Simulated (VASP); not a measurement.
Crystal: Pb.

```
Pb
1.0
    -2.41264    2.41264    4.93124
     2.41264   -2.41264    4.93124
     2.41264    2.41264   -4.93124
Pb
3
Direct
  0.75000 0.25000 0.50000
  0.25000 0.75000 0.50000
  0.50000 0.50000 0.00000
```

This cell differs from its parent crystal: atoms taken out.

```yaml
Program: VASP 6.6.1
Task: relaxation of cell and atoms
Functional: PBE
Potentials_or_basis: VASP PAW PBE potentials, release 64 (Pb_d)
Cutoff: 600 eV
k_mesh: 6 × 6 × 6
Occupations: gaussian, width 0.1 eV
Spin: no spin polarisation
```

At the start: pressure -1.4 GPa; volume 38.27 Å³/atom.

Task: How do energy, volume and symmetry change on relaxing?

Result: Over 6 steps the energy falls by 18.0 meV/atom and the volume is 36.83 Å³/atom (-3.8 %); space group I4/mmm (No. 139, to 0.1 Å) before and after.

The path:
| step | energy change (eV) | largest force (eV/Å) | pressure (GPa) | volume (Å³) |
| --- | --- | --- | --- | --- |
| 1 | 0.0000 | 0.0000 | -1.36 | 114.82 |
| 2 | -0.0333 | 0.0000 | 0.11 | 109.51 |
| 3 | -0.0336 | 0.0000 | 0.30 | 108.93 |
| 4 | -0.0416 | 0.0000 | 0.23 | 109.22 |
| 5 | -0.0496 | 0.0000 | 0.15 | 109.70 |
| 6 | -0.0541 | 0.0000 | 0.00 | 110.48 |

Final structure:
```yaml
crystal:
  lattice:
    - [-2.48172, 2.48172, 4.48451]
    - [2.48172, -2.48172, 4.48451]
    - [2.48172, 2.48172, -4.48451]
  atoms:
    - { symbol: Pb, position: [0.75000, 0.25000, 0.50000] }
    - { symbol: Pb, position: [0.25000, 0.75000, 0.50000] }
    - { symbol: Pb, position: [0.50000, 0.50000, 0.00000] }
```

Caveat: the cell differs from its parent crystal (atoms taken out).
